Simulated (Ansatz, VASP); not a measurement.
# Two plane-wave programs on MgO

INCAR

```
ALGO     = Normal         # electronic algorithm
EDIFF    = 1E-6           # SCF threshold, eV
ENCUT    = 840            # plane-wave cutoff, eV
GGA_COMPAT= False        
ISIF     = 2              # what is computed and relaxed
ISMEAR   = 0              # smearing method
LASPH    = True           # aspherical terms in the spheres
LCHARG   = False          # write CHGCAR
LREAL    = False          # projectors in reciprocal space
LWAVE    = False          # write WAVECAR
NBANDS   = 15             # bands
NELM     = 120            # most SCF steps
PREC     = Accurate       # precision mode
SIGMA    = 0.01           # smearing width, eV
```

KPOINTS

```
k-points
0
Gamma
  6 6 6
```

The input POSCAR:

```
MgO
1.0
   -0.0103800000      2.1340300000      2.0785000000
    2.0860000000     -0.0171000000      2.0852200000
    2.0729500000      2.1276900000     -0.0040400000
Mg O
1 1
Direct
    0.9960300000      0.0476900000      0.9449100000
    0.5139600000      0.5606200000      0.4707200000
```

Input for Ansatz:

```yaml
crystal:
  lattice:
    - [-0.01038, 2.13403, 2.0785]
    - [2.086, -0.0171, 2.08522]
    - [2.07295, 2.12769, -0.00404]
  atoms:
    - { symbol: Mg, position: [0.99603, 0.04769, 0.94491] }
    - { symbol: O, position: [0.51396, 0.56062, 0.47072] }
basis:
  ecutwfc: 540.0
  xc_grid: 2
kpoints:
  mp_grid:
    grid: [6, 6, 6]
hamiltonian:
  xc: lda
scf:
  convergence:
    dr2_threshold: 1.0e-09
  occupations:
    method: fixed
output:
  forces: true
  stress: true
```

Alike in both runs: task single point; functional LDA; k mesh 6 × 6 × 6; no spin polarisation.

|  | VASP | Ansatz |
| --- | --- | --- |
| version | VASP 6.6.1 | Ansatz 0.2.0 |
| potentials or method | VASP PAW LDA potentials, release 64 (Mg_sv, O), cutoff 840 eV | plane waves, PAW |
| occupations | gaussian, width 0.01 eV | fixed |
| valence electrons in the cell | 16 | 16 |

```tsv
	VASP	Ansatz	Ansatz less VASP
pressure (GPa)	-2.8	-3.3	-0.54
traceless stress, the component that is largest in VASP (GPa)	-2.77	-2.67	+0.105
rms of the force components (eV/Å)	0.407	0.394	-0.0128
```

LDA's correlation is that of Perdew and Zunger in VASP and of Perdew and Wang (1992) in Ansatz. Atom by atom the forces differ by 0.013 eV/Å (rms over components). Ansatz's warnings: stress scf threshold loose.

The k mesh is coarse, so the values compare programs but aren't converged.
